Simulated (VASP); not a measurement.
Here is a VASP 6.6.1 calculation.

INCAR

```
SYSTEM = B14HN14
PREC     = Accurate       ! precision mode
ENCUT    = 520            ! plane-wave cutoff, eV
EDIFF    = 1E-6           ! SCF threshold, eV
ISMEAR   = 0              ! smearing method
SIGMA    = 0.02           ! smearing width, eV
LREAL    = Auto         
LASPH    = .True.         ! aspherical terms in the spheres
NELM     = 100            ! most SCF steps
ALGO     = Normal         ! electronic algorithm
ISIF     = 2              ! what is computed and relaxed
LWAVE    = .False.        ! write WAVECAR
LCHARG   = .False.        ! write CHGCAR
GGA      = PE             ! functional
NBANDS   = 76             ! bands
NELECT   = 112.0
```

Contents of KPOINTS:

```
Automatic mesh
0
Gamma
  2 2 2
  0 0 0
```

File POSCAR:

```
B14HN14
1.0
    1.2560905718     -6.5268380678      0.0000000000
   -6.2804528590      2.1756126893      0.0000000000
    0.0000000000      0.0000000000     -8.3431635353
B N H
14 14 1
Direct
    0.5950284451      0.6190156518      0.7861853567
    0.3093569048      0.7622981016      0.7861074486
    0.0201401411      0.9005754789      0.7990140636
    0.4567812236      0.1915401031      0.7990079509
    0.1658092876      0.3371534713      0.7994411199
    0.8809025514      0.4764268528      0.7827369046
    0.7383354412      1.0479906998      0.7861869149
    0.6902358898      0.2377247035      0.2138120621
    0.4084290592      0.3851371780      0.2009893481
    0.1192142976      0.5234173441      0.2138915284
    0.5476685587      0.8092883471      0.2172618327
    0.2627612764     -0.0514359466      0.2005636103
    0.9717927201      0.0941756409      0.2009953410
    0.8335422798      0.6666993118      0.2138138600
    0.6426150421      0.4284886386      0.2126423619
    0.3573406536      0.5706735336      0.2136164529
    0.0719620018      0.7143497281      0.2123248565
    0.4993444429     -0.0004378909      0.2132516032
    0.2143111021      0.1426847992      0.1653927787
    0.9284442442      0.2850278637      0.2127311771
    0.7862661991      0.8575511481      0.2135621569
    0.6423047468      0.4281640189      0.7864377789
    0.3566087585      0.5713653107      0.7876751992
    0.0712307698      0.7150421155      0.7863830036
    0.5001270868      1.0006875395      0.7872687587
    0.2142603010      0.1430301865      0.8346211806
    0.9292270384      0.2861531425      0.7867479730
    0.7859562321      0.8572265940      0.7873580534
    0.2142889524      0.1428435740     -0.0000206157
```

Potentials or basis: VASP PAW PBE potentials, release 64 (B, N, H).

Launch:

```console
$ cat potpaw_PBE.64/B/POTCAR potpaw_PBE.64/N/POTCAR potpaw_PBE.64/H/POTCAR > POTCAR
$ mpirun -np 1 vasp_std > vasp.out
```

Problem. Estimate the largest force.

Solution. 0.033 eV/Å.

Forces on the atoms (eV/Å):
```
B    0.002  0.005  0.024
B   -0.001  0.003  0.021
B   -0.011 -0.015  0.013
B    0.002  0.019  0.013
B    0.009 -0.005  0.032
B   -0.006 -0.004  0.006
B   -0.002 -0.005  0.027
B    0.001  0.004 -0.027
B    0.012  0.015 -0.014
B    0.003 -0.003 -0.020
B    0.006  0.005 -0.005
B   -0.008  0.005 -0.032
B   -0.004 -0.019 -0.012
B   -0.001 -0.006 -0.026
N    0.002 -0.002  0.017
N    0.002  0.003  0.009
N   -0.001  0.012  0.012
N   -0.018 -0.008  0.008
N    0.004 -0.002  0.031
N    0.002 -0.002  0.016
N    0.002 -0.005  0.010
N   -0.002  0.005 -0.009
N    0.001 -0.012 -0.011
N   -0.002 -0.003 -0.009
N   -0.002  0.002 -0.016
N   -0.004  0.002 -0.032
N    0.017  0.008 -0.008
N   -0.003  0.002 -0.017
H   -0.001  0.000  0.001
```

Caveat: the k points lie up to 0.55 Å⁻¹ apart; the cell carries a net charge on a neutralising background, which shifts energy and pressure.
